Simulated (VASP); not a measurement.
# Ga (R-3m) in VASP: a series of runs, part 2 of 2

VASP 6.6.1.

### Step 4. Single point, PBEsol

This run uses another cell than the first one, of 18.75 Å³/atom, 0.841 times its volume.

Contents of INCAR:

```
PREC = Accurate
ENCUT = 520
EDIFF = 1E-6
ISMEAR = 0
SIGMA = 0.1
LREAL = F
LASPH = T
NELM = 80
ALGO = Normal
ISIF = 2
LWAVE = F
LCHARG = F
GGA = PS
NBANDS = 26
```

Contents of KPOINTS:

```
regular mesh
0
Gamma
  6 6 4
```

Contents of POSCAR:

```
Ga
1.0
    4.0783260644      0.0000000000      0.0000000000
   -2.0391630322      3.5319339767      0.0000000000
    0.0000000000      0.0000000000      3.9042841599
Ga
3
Direct
    0.3333344186      0.0000000000      0.3333333333
    0.0000000000      0.3333344186      0.6666666667
    0.6666655814      0.6666655814      0.0000000000
```

Potentials or basis: VASP PAW PBE potentials, release 64 (Ga_d).

The run is started by

```bash
cat potpaw_PBE.64/Ga_d/POTCAR > POTCAR
mpirun -np 1 vasp_std > vasp.out
```

OUTCAR:

```text
PREC = Accurate
   ENCUT = 520
   EDIFF = 1E-6
   ISMEAR = 0
   LREAL = F
   LASPH = T
   NELM = 80
   ISIF = 2
   GGA = PS

 ion  position               nearest neighbor table
   1  0.333  0.000  0.333-   3 2.69   3 2.69   2 2.69   2 2.69   3 2.69   2 2.69
   2  0.000  0.333  0.667-   3 2.69   3 2.69   1 2.69   1 2.69   3 2.69   1 2.69
   3  0.667  0.667  0.000-   2 2.69   2 2.69   1 2.69   1 2.69   1 2.69   2 2.69

  LATTYP: Found a hexagonal cell.
 ALAT       =     4.0783260644
 C/A-ratio  =     0.9573251619

  Lattice vectors:

 A1 = (   4.0783260644,   0.0000000000,   0.0000000000)
 A2 = (  -2.0391630322,   3.5319339767,   0.0000000000)
 A3 = (   0.0000000000,   0.0000000000,   3.9042841599)

Analysis of symmetry for initial positions (statically):
=====================================================================
 Subroutine PRICEL returns following result:

  LATTYP: Found a trigonal (rhomboedric) cell.
 ALAT       =     2.6903529341
 COS(alpha) =    -0.1489920015

  Lattice vectors:

 A1 = (  -2.0391696713,   1.1773151587,   1.3014280536)
 A2 = (  -0.0000066391,  -2.3546188180,   1.3014280536)
 A3 = (   2.0391763104,   1.1773036594,   1.3014280528)

   3 primitive cells build up your supercell.

 Routine SETGRP: Setting up the symmetry group for a
 hexagonal supercell.

 Subroutine GETGRP returns: Found 12 space group operations
 (whereof  2 operations were pure point group operations)
 out of a pool of 24 trial point group operations.

The static configuration has the point symmetry C_2 .
 The point group associated with its full space group is D_3d.

Analysis of symmetry for dynamics (positions and initial velocities):
=====================================================================
 Subroutine PRICEL returns following result:

[... 130 lines left out ...]
   EMIN   =  10.00;   EMAX   =-10.00  energy-range for DOS
   EFERMI =   0.00;   METHOD = LEGACY
   ISMEAR =     0;   SIGMA  =   0.10  broadening in eV -4-tet -1-fermi 0-gaus
   EFERMI_NEDOS =   21; number of points for ismear=-14 and -15
   IALGO  =     38    algorithm
   IMIX   =      4    mixing-type and parameters
     AMIX     =   0.40;   BMIX     =  1.00
     AMIX_MAG =   1.60;   BMIX_MAG =  1.00
  volume/ion in A,a.u.               =      18.75       126.51
  Fermi-wavevector in a.u.,A,eV,Ry     =   1.449053  2.738314 28.568911  2.099756
  Thomas-Fermi vector in A             =   2.566824
   LORBIT       =      0    0 simple, 1 ext, 2 COOP (PROOUT), +10 PAW based schemes
   GGA     = PS    functional components
   LHFCALC =     F    Hartree Fock is set to
   AEXX    =    0.0000 exact exchange contribution
   IVDW    =     0    specifies the selected vdW correction
   LEPSILON=     F    determine dielectric tensor
   LRPA    =     F    only Hartree local field effects (RPA)
 non-spin polarized calculation
 Gauss-broadening in eV      SIGMA  =   0.10
  energy-cutoff  :      520.00
  volume of cell :       56.24
 maximum number of plane-waves:      1537
   NGX = 15   NGY = 15   NGZ = 15

 number of electron      38.9999975 magnetization

 Free energy of the ion-electron system (eV)
  ---------------------------------------------------
  ext. energy  EPLUGINS =         0.00000000
  ---------------------------------------------------
  free energy    TOTEN  =        -9.91813627 eV

  energy without entropy =       -9.91500755  energy(sigma->0) =       -9.91657191

 E-fermi :   5.4191     XC(G=0): -11.1230

 val. band max:        5.1330231395   @ k =   0.1667   0.1667   0.0000
 cond. band min:       5.4305649668   @ k =   0.1667   0.0000   0.2500
 fundamental gap:      0.2975418273
 Fermi energy:         5.4190758877

 k-point     1 :       0.0000    0.0000    0.0000
  band No.  band energies     occupation
      1      -9.8126      2.00000
      2      -9.8126      2.00000
      3      -9.5694      2.00000
      4      -9.5694      2.00000
      5      -9.5340      2.00000
      6      -9.5340      2.00000
[... 685 lines left out ...]
     25      14.2514      0.00000
     26      14.2514      0.00000

------------------------ aborting loop because EDIFF is reached ----------------------------------------

  FORCE on cell =-STRESS in cart. coord.  units (eV):
  Direction    XX          YY          ZZ          XY          YZ          ZX
  --------------------------------------------------------------------------------------
  -------------------------------------------------------------------------------------
  Total        0.0646172      0.0646172      0.0055457      0.0000000     -0.0000000     -0.0000000
  in kB        1.8408675      1.8408675      0.1579896      0.0000000     -0.0000000     -0.0000000
  external PRESSURE =       1.2799082 kB  Pullay stress =       0.0000000 kB

 VOLUME and BASIS-vectors are now :
 -----------------------------------------------------------------------------
  energy-cutoff  :      520.00
  volume of cell :       56.24
      direct lattice vectors                 reciprocal lattice vectors
     4.078326064  0.000000000  0.000000000     0.245198639  0.141565500  0.000000000
    -2.039163032  3.531933977  0.000000000     0.000000000  0.283131000  0.000000000
     0.000000000  0.000000000  3.904284160     0.000000000  0.000000000  0.256128898

 POSITION                                       TOTAL-FORCE (eV/Angst)
 -----------------------------------------------------------------------------------
      1.35945      0.00000      1.30143        -0.000000      0.000000     -0.000000
     -0.67972      1.17732      2.60286        -0.000000      0.000000     -0.000000
      1.35944      2.35462      0.00000         0.000000     -0.000000      0.000000
 -----------------------------------------------------------------------------------
    total drift:                               -0.000606      0.001042     -0.000069

  FREE ENERGIE OF THE ION-ELECTRON SYSTEM (eV)
  ---------------------------------------------------
  free  energy   TOTEN  =        -9.9181362659 eV

  energy  without entropy=       -9.9150075524  energy(sigma->0) =       -9.91657191
```

OSZICAR:

```text
N       E                     dE             d eps       ncg     rms          rms(c)
DAV:   1     0.227747300802E+03    0.22775E+03   -0.19220E+04  1280   0.281E+03
DAV:   2     0.144281543794E+02   -0.21332E+03   -0.20871E+03  1272   0.462E+02
DAV:   3    -0.947830816088E+01   -0.23906E+02   -0.23645E+02  1430   0.130E+02
DAV:   4    -0.100332922470E+02   -0.55498E+00   -0.55238E+00  1514   0.221E+01
DAV:   5    -0.100421057960E+02   -0.88135E-02   -0.88125E-02  1552   0.284E+00    0.187E+00
DAV:   6    -0.993756699537E+01    0.10454E+00   -0.23588E-01  1674   0.726E+00    0.886E-01
DAV:   7    -0.992034724261E+01    0.17220E-01   -0.36826E-02  1732   0.242E+00    0.271E-01
DAV:   8    -0.991808839491E+01    0.22588E-02   -0.50614E-03  1454   0.893E-01    0.207E-02
DAV:   9    -0.991813521213E+01   -0.46817E-04   -0.41166E-04  1466   0.229E-01    0.105E-02
DAV:  10    -0.991813666643E+01   -0.14543E-05   -0.35919E-05  1526   0.777E-02    0.267E-03
DAV:  11    -0.991813626594E+01    0.40049E-06   -0.43474E-06  1370   0.279E-02
   1 F= -.99181363E+01 E0= -.99165719E+01  d E =-.312871E-02
```

stdout:

```text
POSCAR found type information on POSCAR Ga
 POSCAR found :  1 types and       3 ions
 scaLAPACK will be used
 -----------------------------------------------------------------------------
|                                                                             |
|                                                                             |
|     You enforced a specific xc type in the INCAR file but a different       |
|     I HOPE YOU KNOW WHAT YOU ARE DOING!                                     |
|                                                                             |
 -----------------------------------------------------------------------------

 LDA part: xc-table for (Slater+PW92), standard interpolation
 POSCAR, INCAR and KPOINTS ok, starting setup
 FFT: planning ... GRIDC
 FFT: planning ... GRID_SOFT
 FFT: planning ... GRID
 WAVECAR not read
 entering main loop
```

It took 16 s on 1 thread of Intel Xeon 6975P-C (Granite Rapids), shared host; peak memory 0.16 GiB.

Results:

* Free energy: -9.9181 eV
* Pressure: 0.1 GPa

Caveat: the k points lie up to 0.40 Å⁻¹ apart; the PAW data sets were made with another functional, which shifts forces and pressure a little.

### Step 5. The runs side by side

```tsv
task	cell	k mesh	cutoff (eV)	gap on the mesh (eV)	pressure (GPa)	largest force (eV/Å)
single point	a = 7.883 Å, angles 23.2°, 3 atoms	6 × 6 × 6	520	none	-8.2	0.05
relaxation of cell and atoms	relaxed from a = 7.883 Å, angles 23.2°, 3 atoms	6 × 6 × 6	600	none	-0.2	0.03
single point	a = 4.078, b = 4.078, c = 3.904 Å, angles 90.0, 90.0, 120.0°, 3 atoms	6 × 6 × 4	520	none	0.1	-
```

Alike in all rows: level PBEsol; potentials or basis VASP PAW PBE potentials, release 64 (Ga_d); no spin polarisation; smearing gaussian 0.1 eV.

Caveats: all runs use coarse meshes; the PAW data sets were made with another functional, which shifts forces and pressure a little; the volume moved by over 15 % at a fixed basis, so the end points are rough (some runs).

Absolute energies hang on the potentials; compare differences alone.
